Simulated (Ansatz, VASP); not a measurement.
**W: VASP beside Ansatz**

Contents of INCAR:

```
ALGO = Normal
EDIFF = 1E-6
ENCUT = 500
GGA = PE
GGA_COMPAT = F
ISIF = 2
ISMEAR = 0
LASPH = T
LCHARG = T
LELF = T
LREAL = F
LVHAR = T
LWAVE = F
NBANDS = 13
NELM = 120
PREC = Accurate
SIGMA = 0.1
```

KPOINTS

```
k-points
0
Gamma
  8 8 8
```

POSCAR

```
W
1.0
   -1.5973000000      1.5973000000      1.5973000000
    1.5973000000     -1.5973000000      1.5973000000
    1.5973000000      1.5973000000     -1.5973000000
W
1
Direct
    0.0000000000      0.0000000000      0.0000000000
```

Input for Ansatz:

```yaml
crystal:
  lattice:
    - [-1.5973, 1.5973, 1.5973]
    - [1.5973, -1.5973, 1.5973]
    - [1.5973, 1.5973, -1.5973]
  atoms:
    - { symbol: W, position: [0.0, 0.0, 0.0] }
basis:
  ecutwfc: 420
kpoints:
  mp_grid: { grid: [8, 8, 8] }
hamiltonian:
  xc: pbe
  pseudopotentials: { kind: paw, azcp: { folder: soft_1 } }
scf:
  occupations: { method: gaussian, width: 0.1 }
output:
  forces: true
  stress: true
  eigenvalues: true
```

Alike in both runs: task single point; functional PBE; k mesh 8 × 8 × 8; occupations gaussian, width 0.1 eV; no spin polarisation.

```csv
,VASP,Ansatz
version,VASP 6.6.1,Ansatz 0.2.0
potentials or method,"VASP PAW PBE potentials, release 64 (W_sv), cutoff 500 eV","scalar-relativistic, plane waves, PAW"
valence electrons in the cell,14,14
```

Ansatz gave:

```
gap on the k mesh at the Fermi level (eV) : none
pressure (GPa)                            : -2.7
```

Which values does VASP return?

gap on the k mesh at the Fermi level (eV): none; pressure (GPa): -2.3.

A gap of «none» marks a metal or a gap that the smearing closes.

Spin-orbit coupling is off throughout.
